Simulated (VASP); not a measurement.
Runs of VASP 6.6.1 on W. The structure is that of space group I4/mmm (No. 139), or close to it. The cells are those of the table. 

```csv
cell,gap on the mesh (eV),pressure (GPa)
"a = 2.763 Å, angles 112.1, 112.1, 104.2°, 1 atom",none,(a)
"a = 2.761 Å, angles 107.3, 107.3, 113.9°, 1 atom",none,1.7
"a = 2.802 Å, angles 117.3, 117.3, 94.8°, 1 atom",none,5.9
"a = 2.793 Å, angles 103.5, 103.5, 122.2°, 1 atom",none,9.7
```

Alike in all rows: task single point; level PBE; potentials or basis VASP PAW PBE potentials, release 64 (W_sv); no spin polarisation; k mesh 30 × 30 × 30; cutoff (eV) 500; smearing gaussian 0.15 eV.

Task: Fill in the values left out.

Result: (a) 1.8.

Caveats: spin-orbit coupling is left out, which moves the levels of the heavy elements; the stress differs along the axes, from -15 to 10 GPa (at least some runs); the stress differs along the axes, from -7 to 20 GPa (at least some runs); the stress differs along the axes, from -10 to 14 GPa (at least some runs); the stress differs along the axes, from -1 to 30 GPa (at least some runs).

A k mesh can miss the band edges, and the runs leave out spin-orbit coupling on W.

A gap of «none» marks levels without a gap at the run's occupations.
